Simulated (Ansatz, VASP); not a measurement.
**One calculation of CaSe, two programs**

POSCAR

```
CaSe
1.0
    0.0000000000      2.9675351259      2.8259837003
    2.9675351259      0.0000000000      2.8259837003
    2.9675351259      2.9675351259      0.0000000000
Ca Se
1 1
Direct
    0.0000000000      0.0000000000      0.0000000000
    0.5000000000      0.5000000000      0.5000000000
```

Contents of INCAR.step1:

```
SYSTEM = CaSe
ALGO     = Normal         ! electronic algorithm
EDIFF    = 1E-4           ! SCF threshold, eV
ENCUT    = 520            ! plane-wave cutoff, eV
GGA      = PE             ! functional
ISMEAR   = 0              ! smearing method
LASPH    = .True.         ! aspherical terms in the spheres
LCHARG   = .False.        ! write CHGCAR
LREAL    = .False.        ! projectors in reciprocal space
LWAVE    = .True.         ! write WAVECAR
NBANDS   = 15             ! bands
NELM     = 60             ! most SCF steps
PREC     = Accurate       ! precision mode
SIGMA    = 0.01           ! smearing width, eV
```

The input INCAR.step2:

```
SYSTEM = CaSe
ALGO     = Normal         ! electronic algorithm
EDIFF    = 1E-6           ! SCF threshold, eV
ENCUT    = 520            ! plane-wave cutoff, eV
ISIF     = 2              ! what is computed and relaxed
ISMEAR   = 0              ! smearing method
ISTART   = 1            
LASPH    = .True.         ! aspherical terms in the spheres
LCHARG   = .True.         ! write CHGCAR
LELF     = .True.         ! ELF
LMIXTAU  = .True.       
LREAL    = .False.        ! projectors in reciprocal space
LVHAR    = .True.       
LWAVE    = .False.        ! write WAVECAR
METAGGA  = R2SCAN         ! meta-GGA
NBANDS   = 15             ! bands
NELM     = 60             ! most SCF steps
PREC     = Accurate       ! precision mode
SIGMA    = 0.01           ! smearing width, eV
```

Contents of KPOINTS:

```
k-points
0
Gamma
  8 8 8
  0 0 0
```

Input for Ansatz:

```yaml
crystal:
  lattice:
    - [0.0, 2.9675351259, 2.8259837003]
    - [2.9675351259, 0.0, 2.8259837003]
    - [2.9675351259, 2.9675351259, 0.0]
  atoms:
    - { symbol: Ca, position: [0.0, 0.0, 0.0] }
    - { symbol: Se, position: [0.5, 0.5, 0.5] }
kpoints:
  mp_grid: { grid: [8, 8, 8] }
  band_path:
    path:
      - [0.0, 0.0, 0.0]
      - [0.5, 0.0, 0.5]
      - [0.625, 0.25, 0.625]
      - [0.375, 0.375, 0.75]
      - [0.5, 0.5, 0.5]
      - [0.5, 0.25, 0.75]
    npoints: 1
hamiltonian:
  xc: r2scan
scf:
  occupations: { method: fixed }
  n_extra_bands: 4
output:
  forces: true
  stress: true
  eigenvalues: true
```

Change from the starting cell: uniaxial_z strain -4.8%.

Alike in both runs: task single point; functional r2SCAN; k mesh 8 × 8 × 8; no spin polarisation.

```csv
,VASP,Ansatz
version,VASP 6.6.1,Ansatz 0.2.0
potentials or method,"VASP PAW PBE potentials, release 64 (Ca_sv, Se)","plane waves, PAW"
plane-wave cutoff (eV),520,500
occupations,"gaussian, width 0.01 eV",fixed
valence electrons in the cell,16,26
```

|  | VASP | Ansatz | Ansatz less VASP |
| --- | --- | --- | --- |
| gap on the k mesh at the Fermi level (eV) | 2.34 | 2.34 | +0.005 |
| pressure (GPa) | 3.5 | 3.2 | -0.30 |
| traceless stress, the component that is largest in VASP (GPa) | 4.43 | 4.32 | -0.109 |

VASP's potentials were made for PBE, not for r2SCAN. VASP's potentials hold 16 valence electrons a cell and Ansatz's 26, so a difference there can come from the potentials and not from the codes.
